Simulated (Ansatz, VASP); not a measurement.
## One calculation of Ag, two programs

```xyz
3
Lattice="4.5965 0.0000 0.0000 -2.2982 3.9807 0.0000 0.0000 0.0000 2.7532" Properties=species:S:1:pos:R:3 pbc="T T T"
Ag   -2.2982    3.9807    0.0000
Ag    0.0000    2.6538    1.3766
Ag    2.2982    1.3269    1.3766
```

Alike in both runs: task single point; functional PBE; k mesh 9 × 9 × 13; occupations fermi-dirac, width 0.1 eV; no spin polarisation.

```csv
,VASP,Ansatz
version,VASP 6.6.1,Ansatz 0.2.0
potentials or method,"VASP PAW PBE potentials, release 64 (Ag), cutoff 520 eV","plane waves (420 eV) with PAW, scalar-relativistic"
valence electrons in the cell,33,57
```

|  | VASP | Ansatz | Ansatz less VASP |
| --- | --- | --- | --- |
| pressure (GPa) | 8.9 | 9.1 | +0.22 |
| traceless stress, the component that is largest in VASP (GPa) | -0.28 | -0.29 | -0.005 |

The functional is the same, so the differences come from potentials, cutoffs and numerics. VASP's potentials hold 33 valence electrons a cell and Ansatz's 57, so a difference there can come from the potentials and not from the codes.
